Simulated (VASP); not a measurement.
BAs, 2 atoms in the cell. The structure is cubic, space group F-43m (No. 216). The conventional cell has a = 4.797 Å, b = 4.797 Å, c = 4.797 Å, α = 90.00°, β = 90.00°, γ = 90.00°. Within 2.8 Å of B (site symmetry -43m) lie 4 As at 2.08 Å. As (site symmetry -43m) has 4 B at 2.08 Å within 2.8 Å.  This cell differs from its parent crystal: volume scaled by 1.02.

```yaml
Program: VASP 6.6.1
Task: single point
Functional: PBE
Dispersion: D3(BJ)
Potentials_or_basis: VASP PAW PBE potentials, release 64 (B, As)
Cutoff: 500 eV
k_mesh: 8 × 8 × 8
Occupations: gaussian, width 0.05 eV
Spin: no spin polarisation
Dipole_correction: no
Further_INCAR_settings: ALGO = Normal; EDIFF = 1e-06; NBANDS = 11
```

Potentials or basis: VASP PAW PBE potentials, release 64 (B, As).

Run with:

```sh
$ cat potpaw_PBE.64/B/POTCAR potpaw_PBE.64/As/POTCAR > POTCAR
$ mpirun -np 1 vasp_std > vasp.out
```

Hardware: 1 thread of Intel Xeon 8259CL, with other jobs on the host.

Problem. How long does it take, and how much memory?

Solution. Wall time 19 s on 1 thread of Intel Xeon 8259CL, on a shared host, peak memory 0.17 GiB. Counts: scf iterations 12, k points 29.
